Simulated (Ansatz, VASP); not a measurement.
**SiNi in VASP and in Ansatz**

```
CELL_PARAMETERS angstrom
3.03971 0.00000 0.00000
0.00000 3.28312 0.00000
0.00000 0.00000 4.74256
ATOMIC_POSITIONS crystal
Si 0.50000 0.50000 0.84091
Si 0.00000 0.00000 0.15909
Ni 0.50000 0.50000 0.34107
Ni 0.00000 0.00000 0.65893
```

Change from the starting cell: equal strain along all axes, cell held, atoms relaxed: +1.5 %.

Alike in both runs: functional PBEsol; k mesh 18 × 16 × 12; occupations gaussian, width 0.1 eV; no spin polarisation.

Ansatz relaxed the structure, and its values are those at the end. VASP's run is a single point on that final structure, the one shown.

```csv
,VASP,Ansatz
version,VASP 6.6.1,Ansatz 0.2.0
potentials or method,"VASP PAW PBE potentials, release 64 (Si, Ni), cutoff 520 eV","scalar-relativistic, plane waves, PAW"
valence electrons in the cell,28,44
```

VASP gave:

| Item | Value |
| --- | --- |
| gap on the k mesh at the Fermi level (eV) | none |
| pressure (GPa) | -7.6 |
| rms of the force components (eV/Å) | 0.004 |

Task: Which values does Ansatz return?

Result: gap on the k mesh at the Fermi level (eV): none; pressure (GPa): -7.8; rms of the force components (eV/Å): 0.001.

VASP's potentials were made for PBE, not for PBEsol. A gap of «none» marks a metal or a gap that the smearing closes. VASP's potentials hold 28 valence electrons a cell and Ansatz's 44, so a difference there can come from the potentials and not from the codes. Ansatz's warnings: stress scf threshold loose.
